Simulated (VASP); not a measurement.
# Au (Fm-3m) in VASP: settings compared

Au is run at these levels: r2SCAN+rVV10, LDA; tasks: single point.

Program: VASP 6.6.1. These are calculated values, not measurements. Logs are shortened: lines on timing, memory, paths and dates and some standing lists are left out, and cuts for length are marked.

### Step 1. The cell of the first run

Symmetry: Fm-3m, No. 225, cubic system. The conventional cell has a = 4.150 Å, b = 4.150 Å, c = 4.150 Å, α = 90.00°, β = 90.00°, γ = 90.00°. Au (site symmetry m-3m) has 12 Au at 2.93 Å within 3.9 Å.

### Step 2. Single point, r2SCAN+rVV10

File POSCAR:

```
Au
1.0
    0.0000000000      2.0749120936      2.0749120936
    2.0749120936      0.0000000000      2.0749120936
    2.0749120936      2.0749120936      0.0000000000
Au
1
Direct
    0.0000000000      0.0000000000      0.0000000000
```

File INCAR.step1:

```
ALGO = Normal
EDIFF = 1E-4
ENCUT = 520
GGA = PE
ISMEAR = -1
LASPH = T
LCHARG = F
LREAL = F
LWAVE = T
NBANDS = 12
NELM = 60
PREC = Accurate
SIGMA = 0.05
```

File INCAR.step2:

```
ALGO = Normal
BPARAM = 11.95
CPARAM = 0.0093
EDIFF = 1E-6
ENCUT = 520
ISIF = 2
ISMEAR = -1
ISTART = 1
IVDW_NL = 2
LASPH = T
LCHARG = F
LMIXTAU = T
LREAL = F
LUSE_VDW = T
LWAVE = F
METAGGA = R2SCAN
NBANDS = 12
NELM = 60
PREC = Accurate
SIGMA = 0.05
```

File KPOINTS:

```
k-points
0
Gamma
  11 11 11
```

Potentials or basis: VASP PAW PBE potentials, release 64 (Au).

Launch:

```console
$ cat potpaw_PBE.64/Au/POTCAR > POTCAR
$ cp INCAR.step1 INCAR
$ mpirun -np 1 vasp_std > vasp.out
$ cp INCAR.step2 INCAR
$ mpirun -np 1 vasp_std > vasp.out
```

OUTCAR:

```text
BPARAM = 11.95
   EDIFF = 1E-6
   ENCUT = 520
   ISIF = 2
   ISMEAR = -1
   ISTART = 1
   IVDW_NL = 2
   LASPH = T
   LREAL = F
   METAGGA = R2SCAN
   NELM = 60
   PREC = Accurate

 ion  position               nearest neighbor table
   1  0.000  0.000  0.000-

  LATTYP: Found a face centered cubic cell.
 ALAT       =     4.1498241872

  Lattice vectors:

 A1 = (   0.0000000000,   2.0749120936,   2.0749120936)
 A2 = (   2.0749120936,   0.0000000000,   2.0749120936)
 A3 = (   2.0749120936,   2.0749120936,   0.0000000000)

Analysis of symmetry for initial positions (statically):
=====================================================================
 Subroutine PRICEL returns:
 Original cell was already a primitive cell.

 Routine SETGRP: Setting up the symmetry group for a
 face centered cubic supercell.

 Subroutine GETGRP returns: Found 48 space group operations
[... 9 lines left out ...]

 Routine SETGRP: Setting up the symmetry group for a
 face centered cubic supercell.

 Subroutine GETGRP returns: Found 48 space group operations
[... 11 lines left out ...]
                                     Primitive cell

  volume of cell :      17.8661

  direct lattice vectors                    reciprocal lattice vectors
     0.000000000  2.074912094  2.074912094    -0.240974064  0.240974064  0.240974064
     2.074912094  0.000000000  2.074912094     0.240974064 -0.240974064  0.240974064
     2.074912094  2.074912094  0.000000000     0.240974064  0.240974064 -0.240974064

  length of vectors
     2.934368824  2.934368824  2.934368824     0.417379322  0.417379322  0.417379322

  position of ions in fractional coordinates (direct lattice)
     0.000000000  0.000000000  0.000000000

  ion indices of the primitive-cell ions
   primitive index   ion index
                 1           1

----------------------------------------------------------------------------------------

 KPOINTS: k-points

Automatic generation of k-mesh.
 Grid dimensions read from file:
 generate k-points for:   11   11   11

 Generating k-lattice:

  Cartesian coordinates                     Fractional coordinates (reciprocal lattice)
    -0.021906733  0.021906733  0.021906733     0.090909091  0.000000000  0.000000000
     0.021906733 -0.021906733  0.021906733     0.000000000  0.090909091  0.000000000
     0.021906733  0.021906733 -0.021906733     0.000000000  0.000000000  0.090909091

  Length of vectors
     0.037943575  0.037943575  0.037943575

  Shift w.r.t. Gamma in fractional coordinates (k-lattice)
     0.000000000  0.000000000  0.000000000

 Subroutine IBZKPT returns following result:
 ===========================================

 Found     56 irreducible k-points:

 Following reciprocal coordinates:
            Coordinates               Weight
  0.000000  0.000000  0.000000      1.000000
  0.090909  0.000000  0.000000      8.000000
  0.181818  0.000000  0.000000      8.000000
  0.272727  0.000000  0.000000      8.000000
  0.363636  0.000000  0.000000      8.000000
  0.454545  0.000000  0.000000      8.000000
[... 16 lines left out ...]
 -0.272727  0.181818  0.000000     24.000000
 -0.181818  0.181818  0.000000     12.000000
 [... further k-points ...]
   k-points           NKPTS =     56   k-points in BZ     NKDIM =     56   number of bands    NBANDS=     12
   number of dos      NEDOS =    301   number of ions     NIONS =      1
   total plane-waves  NPLWV =  13824
   dimension x,y,z NGX =    24 NGY =   24 NGZ =   24
   dimension x,y,z NGXF=    48 NGYF=   48 NGZF=   48
   ions per type =               1
   NGX,Y,Z   is equivalent  to a cutoff of  13.60, 13.60, 13.60 a.u.
   NGXF,Y,Z  is equivalent  to a cutoff of  27.19, 27.19, 27.19 a.u.
 SYSTEM =  unknown system
   PREC   = accura    normal or accurate (medium, high low for compatibility)
   ISTART =      1    job   : 0-new  1-cont  2-samecut
   ICHARG =      0    charge: 1-file 2-atom 10-const
   ISPIN  =      1    spin polarized calculation?
   LNONCOLLINEAR =      F non collinear calculations
   LSORBIT =      F    spin-orbit coupling
   LASPH  =      T    aspherical Exc in radial PAW
   ENCUT  =  520.0 eV  38.22 Ry    6.18 a.u.   5.46  5.46  5.46*2*pi/ulx,y,z
   NELM   =     60;   NELMIN=  2; NELMDL=  0     # of ELM steps
   EDIFF  = 0.1E-05   stopping-criterion for ELM
   LREAL  =      F    real-space projection
   EDIFFG = 0.1E-04   stopping-criterion for IOM
   NSW    =      0    number of steps for IOM
   IBRION =     -1    ionic relax: 0-MD 1-quasi-New 2-CG
   NFREE  =      0    steps in history (QN), initial steepest desc. (CG)
   ISIF   =      2    stress and relaxation
   ISYM   =      2    0-nonsym 1-usesym 2-fastsym
   POTIM  = 0.5000    time-step for ionic-motion
   TEBEG  =    0.0;   TEEND  =   0.0 temperature during run
   PSTRESS=    0.0 pullay stress
   NELECT =      11.0000    total number of electrons
   NUPDOWN=      -1.0000    fix difference up-down
   EMIN   =  10.00;   EMAX   =-10.00  energy-range for DOS
[... 5 lines left out ...]
     AMIX     =   0.40;   BMIX     =  1.00
     AMIX_MAG =   1.60;   BMIX_MAG =  1.00
  volume/ion in A,a.u.               =      17.87       120.57
  Fermi-wavevector in a.u.,A,eV,Ry     =   1.392716  2.631852 26.390663  1.939659
  Thomas-Fermi vector in A             =   2.516432
   LORBIT       =      0    0 simple, 1 ext, 2 COOP (PROOUT), +10 PAW based schemes
   METAGGA = R2SCAN    functional components
   LHFCALC =     F    Hartree Fock is set to
   AEXX    =    0.0000 exact exchange contribution
   IVDW_NL    =     2    kernel type
   BPARAM     =11.9500
   IVDW    =     0    specifies the selected vdW correction
   LEPSILON=     F    determine dielectric tensor
   LRPA    =     F    only Hartree local field effects (RPA)
 non-spin polarized calculation
  energy-cutoff  :      520.00
  volume of cell :       17.87
 maximum number of plane-waves:       531
 NGX is ok and might be reduce to    24
   NGX = 11   NGY = 11   NGZ = 11

 number of electron      11.0000002 magnetization

 Free energy of the ion-electron system (eV)
  ---------------------------------------------------
  ext. energy  EPLUGINS =         0.00000000
  ---------------------------------------------------
  free energy    TOTEN  =       -50.38858482 eV

  energy without entropy =      -50.38800294  energy(sigma->0) =      -50.38829388

 E-fermi :   8.6911     XC(G=0): -13.3305

 val. band max:        8.4938094259   @ k =   0.4545   0.3636   0.0000
 cond. band min:       8.8726392231   @ k =  -0.4545   0.0909   0.0000
 fundamental gap:      0.3788297972
 Fermi energy:         8.6911070020

 k-point     1 :       0.0000    0.0000    0.0000
  band No.  band energies     occupation
      1      -1.0584      2.00000
      2       3.8560      2.00000
      3       3.8560      2.00000
      4       3.8560      2.00000
      5       5.2665      2.00000
      6       5.2665      2.00000
      7      23.8897      0.00000
      8      27.6959      0.00000
      9      27.6959      0.00000
     10      27.6959      0.00000
     11      32.7973      0.00000
     12      36.7750      0.00000

 k-point     2 :       0.0909    0.0000    0.0000
  band No.  band energies     occupation
      1      -0.7743      2.00000
      2       3.7752      2.00000
      3       3.9472      2.00000
      4       3.9472      2.00000
      5       5.2309      2.00000
      6       5.2309      2.00000
      7      24.1554      0.00000
      8      26.0290      0.00000
      9      27.9908      0.00000
     10      27.9908      0.00000
     11      33.2654      0.00000
     12      35.4289      0.00000

 k-point     3 :       0.1818    0.0000    0.0000
  band No.  band energies     occupation
      1       0.0035      2.00000
      2       3.6537      2.00000
      3       4.1098      2.00000
      4       4.1098      2.00000
      5       5.2415      2.00000
      6       5.2415      2.00000
      7      22.5888      0.00000
      8      24.9936      0.00000
      9      28.6505      0.00000
     10      28.6505      0.00000
     11      31.1880      0.00000
     12      33.2063      0.00000

 k-point     4 :       0.2727    0.0000    0.0000
  band No.  band energies     occupation
      1       0.9170      2.00000
      2       3.9425      2.00000
      3       4.0941      2.00000
      4       4.0941      2.00000
      5       5.5431      2.00000
      6       5.5431      2.00000
      7      18.9828      0.00000
      8      24.7429      0.00000
      9      28.5456      0.00000
     10      28.5456      0.00000
     11      31.1697      0.00000
     12      32.1534      0.00000

 k-point     5 :       0.3636    0.0000    0.0000
  band No.  band energies     occupation
      1       1.3361      2.00000
      2       3.9431      2.00000
      3       3.9431      2.00000
      4       5.3134      2.00000
      5       6.0249      2.00000
      6       6.0249      2.00000
      7      15.2917      0.00000
      8      23.9454      0.00000
      9      27.1923      0.00000
     10      27.1923      0.00000
     11      32.8679      0.00000
     12      32.8710      0.00000
[... 228 lines left out ...]
      1       2.0688      2.00000
      2       3.4328      2.00000
      3       4.4116      2.00000
      4       4.6362      2.00000
      5       6.3721      2.00000
      6      10.4865      0.00000
      7      11.5853      0.00000
      8      21.5188      0.00000
      9      24.2262      0.00000
     10      24.9506      0.00000
     11      34.4076      0.00000
     12      34.4391      0.00000

 k-point    22 :      -0.3636    0.1818    0.0000
  band No.  band energies     occupation
      1       2.1540      2.00000
      2       3.5063      2.00000
      3       4.3917      2.00000
      4       4.5155      2.00000
      5       5.9234      2.00000
      6       8.9907      0.00499
      7      13.7501      0.00000
      8      20.8703      0.00000
      9      25.0184      0.00000
     10      25.8016      0.00000
     11      32.7098      0.00000
     12      34.4282      0.00000

 k-point    23 :      -0.2727    0.1818    0.0000
  band No.  band energies     occupation
      1       2.1418      2.00000
      2       3.5308      2.00000
      3       3.9196      2.00000
      4       4.4951      2.00000
      5       5.2939      2.00000
      6       7.4980      2.00000
      7      17.1004      0.00000
      8      20.9489      0.00000
      9      25.6647      0.00000
     10      28.0903      0.00000
     11      30.4402      0.00000
     12      34.4327      0.00000

 k-point    24 :      -0.1818    0.1818    0.0000
  band No.  band energies     occupation
      1       1.4802      2.00000
      2       3.2994      2.00000
      3       4.0654      2.00000
      4       4.6886      2.00000
      5       4.7107      2.00000
      6       6.4536      2.00000
      7      20.1531      0.00000
      8      22.0122      0.00000
      9      26.8904      0.00000
     10      28.4747      0.00000
     11      30.6103      0.00000
     12      33.3863      0.00000

 [... further k-points ...]

------------------------ aborting loop because EDIFF is reached ----------------------------------------

  FORCE on cell =-STRESS in cart. coord.  units (eV):
  Direction    XX          YY          ZZ          XY          YZ          ZX
  --------------------------------------------------------------------------------------
  -------------------------------------------------------------------------------------
  Total       -0.4970196     -0.4970196     -0.4970196      0.0000000     -0.0000000      0.0000000
  in kB      -44.5712723    -44.5712723    -44.5712723      0.0000000     -0.0000000      0.0000000
  external PRESSURE =     -44.5712723 kB  Pullay stress =       0.0000000 kB

 VOLUME and BASIS-vectors are now :
 -----------------------------------------------------------------------------
  energy-cutoff  :      520.00
  volume of cell :       17.87
      direct lattice vectors                 reciprocal lattice vectors
     0.000000000  2.074912094  2.074912094    -0.240974064  0.240974064  0.240974064
     2.074912094  0.000000000  2.074912094     0.240974064 -0.240974064  0.240974064
     2.074912094  2.074912094  0.000000000     0.240974064  0.240974064 -0.240974064

 POSITION                                       TOTAL-FORCE (eV/Angst)
 -----------------------------------------------------------------------------------
      0.00000      0.00000      0.00000         0.000000     -0.000000      0.000000
 -----------------------------------------------------------------------------------
    total drift:                               -0.000000      0.000000      0.000000

  FREE ENERGIE OF THE ION-ELECTRON SYSTEM (eV)
  ---------------------------------------------------
  free  energy   TOTEN  =       -50.3885848164 eV

  energy  without entropy=      -50.3880029389  energy(sigma->0) =      -50.38829388
```

It took 42 s on 1 thread of Intel Xeon Platinum 8488C (Sapphire Rapids), shared host; peak memory 0.2 GiB.

What came out:

```yaml
Free_energy: -50.3886 eV
Pressure: -4.5 GPa
```

Levels at points of the mesh, in eV from the Fermi level:
```csv
k point,band 3,band 4,band 5,band 6,band 7,band 8,band 9,band 10
"(0.00, 0.00, 0.00)",-4.84,-4.84,-3.42,-3.42,15.20,19.00,19.00,19.00
```

Caveat: the PAW data sets were made with another functional, which shifts forces and pressure a little; spin-orbit coupling is left out, which moves the levels of the heavy elements.

### Step 3. Single point, LDA, non-collinear spin, zero start, spin-orbit coupling

This run uses another cell than the first one, of 15.84 Å³/atom, 0.887 times its volume.

File INCAR:

```
ALGO = Normal ; EDIFF = 1E-6
ENCUT = 520 ; GGA_COMPAT = F
ISIF = 2 ; ISMEAR = -1
LASPH = T ; LCHARG = F
LMAXMIX = 4 ; LORBIT = 11
LORBMOM = T ; LREAL = F
LSORBIT = T ; LWAVE = F
MAGMOM = 0 0 0 ; NBANDS = 22
NELM = 150 ; PREC = Accurate
SIGMA = 0.05
```

KPOINTS is that of step 2.

File POSCAR:

```
Au
1.0
    0.0000000000      1.9934577312      1.9934577312
    1.9934577312      0.0000000000      1.9934577312
    1.9934577312      1.9934577312      0.0000000000
Au
1
Direct
    0.0000000000      0.0000000000      0.0000000000
```

Potentials or basis: VASP PAW LDA potentials, release 64 (Au).

Launch:

```console
$ cat potpaw_LDA.64/Au/POTCAR > POTCAR
$ mpirun -np 1 vasp_ncl > vasp.out
```

Run time: 26 s. Hardware: 1 thread of Intel Xeon Platinum 8488C (Sapphire Rapids), shared host; peak memory 0.19 GiB.

It converged, with:

| Item | Value |
| --- | --- |
| Free energy | -4.7347 eV |
| Pressure | 9.2 GPa |
| Net moment | 0.00 μB per cell |
| Valence electrons inside the program's atomic spheres | Au 9.76 |

Moments on the atoms (μB; x, y, z):
```
Au  0.00 0.00 0.00
```

### Step 4. Single point, LDA, non-collinear spin, zero start, spin-orbit coupling

This run uses another cell than the first one, of 16.18 Å³/atom, 0.906 times its volume.

File INCAR:

```
ALGO = Normal
EDIFF = 1E-7
ENCUT = 520
GGA = CA
GGA_COMPAT = F
ISIF = 2
ISMEAR = -1
LASPH = T
LCHARG = F
LMAXMIX = 4
LORBIT = 11
LORBMOM = T
LREAL = F
LSORBIT = T
LWAVE = F
MAGMOM = 0 0 0
NBANDS = 22
NELM = 150
PREC = Accurate
SIGMA = 0.05
```

KPOINTS is that of step 3.

File POSCAR:

```
Au
1.0
    0.0000000000      2.0074966285      2.0074966285
    2.0074966285      0.0000000000      2.0074966285
    2.0074966285      2.0074966285      0.0000000000
Au
1
Direct
    0.0000000000      0.0000000000      0.0000000000
```

Launch:

```console
$ cat potpaw_LDA.64/Au/POTCAR > POTCAR
$ mpirun -np 1 vasp_ncl > vasp.out
```

Wall time 28 s (1 thread of Intel Xeon Platinum 8488C (Sapphire Rapids), shared host); peak memory 0.19 GiB.

The run converged. Its results:

* Free energy: -4.7491 eV
* Pressure: 4.3 GPa
* Net moment: 0.00 μB per cell
* Valence electrons inside the program's atomic spheres: Au 9.72

Moments on the atoms (μB; x, y, z):
```
Au  0.00 0.00 0.00
```

### Step 5. Single point, LDA, non-collinear spin, zero start, spin-orbit coupling

This run uses another cell than the first one, of 16.52 Å³/atom, 0.925 times its volume.

File INCAR:

```
  ALGO = Fast
  EDIFF = 1E-6
  ENCUT = 520
  GGA = CA
  GGA_COMPAT = False
  ISIF = 2
  ISMEAR = -1
  LASPH = True
  LCHARG = False
  LMAXMIX = 4
  LORBIT = 11
  LORBMOM = True
  LREAL = False
  LSORBIT = True
  LWAVE = False
  MAGMOM = 0 0 0
  NBANDS = 22
  NELM = 150
  PREC = Accurate
  SIGMA = 0.05
```

KPOINTS is that of step 4.

File POSCAR:

```
Au
1.0
    0.0000000000      2.0213418704      2.0213418704
    2.0213418704      0.0000000000      2.0213418704
    2.0213418704      2.0213418704      0.0000000000
Au
1
Direct
    0.0000000000      0.0000000000      0.0000000000
```

Launch:

```console
$ cat potpaw_LDA.64/Au/POTCAR > POTCAR
$ mpirun -np 1 vasp_ncl > vasp.out
```

It took 34 s on 1 thread of Intel Xeon Platinum 8488C (Sapphire Rapids), shared host; peak memory 0.19 GiB.

It converged, with:

```
Free energy                                           : -4.7537 eV
Pressure                                              : 0.0 GPa
Net moment                                            : 0.00 μB per cell
Valence electrons inside the program's atomic spheres : Au 9.70
```

Moments on the atoms (μB; x, y, z):
```
Au  0.00 0.00 0.00
```

### Step 6. Summary

| level | potentials or basis | spin | cell | pressure (GPa) | moment (μB) |
| --- | --- | --- | --- | --- | --- |
| r2SCAN+rVV10 | VASP PAW PBE potentials, release 64 (Au) | off | a = 2.934 Å, angles 60.0°, 1 atom | -4.5 | - |
| LDA | VASP PAW LDA potentials, release 64 (Au) | non-collinear, zero start, SOC | a = 2.819 Å, angles 60.0°, 1 atom | 9.2 | 0.00 |
| LDA | VASP PAW LDA potentials, release 64 (Au) | non-collinear, zero start, SOC | a = 2.839 Å, angles 60.0°, 1 atom | 4.3 | 0.00 |
| LDA | VASP PAW LDA potentials, release 64 (Au) | non-collinear, zero start, SOC | a = 2.859 Å, angles 60.0°, 1 atom | 0.0 | 0.00 |

Alike in all rows: task single point; k mesh 11 × 11 × 11; cutoff (eV) 520; smearing fermi-dirac 0.05 eV.

Caveats: the PAW data sets were made with another functional, which shifts forces and pressure a little (some runs); spin-orbit coupling is left out, which moves the levels of the heavy elements (some runs).

Total energies depend on the potentials used, so only differences within one code and one set of settings carry meaning.
